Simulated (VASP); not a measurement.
Au, 1 atom in the cell. It takes space group Im-3m (No. 229, cubic). Conventional cell: a = 3.127 Å, b = 3.127 Å, c = 3.127 Å, α = 90.00°, β = 90.00°, γ = 90.00°. Within 3.6 Å of Au (site symmetry m-3m) lie 14 Au at 2.71 to 3.13 Å. 

- Program: VASP 6.6.1
- Task: single point
- Functional: LDA
- Potentials or basis: VASP PAW LDA potentials, release 64 (Au)
- Cutoff: 520 eV
- k mesh: 12 × 12 × 12
- Occupations: methfessel-paxton, width 0.05 eV
- Spin: no spin polarisation
- Dipole correction: no
- Further INCAR settings: ALGO = Normal; EDIFF = 1e-06; NBANDS = 12

Potentials or basis: VASP PAW LDA potentials, release 64 (Au).

Run with:

```sh
$ cat potpaw_LDA.64/Au/POTCAR > POTCAR
$ mpirun -np 1 vasp_std > vasp.out
```

Hardware: 1 thread of Intel(R) Xeon(R) 6975P-C (Granite Rapids), on a shared host.

Task: Estimate the wall time of this run.

Result: Wall time 3.9 s on 1 thread of Intel(R) Xeon(R) 6975P-C (Granite Rapids) (shared host), peak memory 0.12 GiB. Counts: scf iterations 11, k points 72.
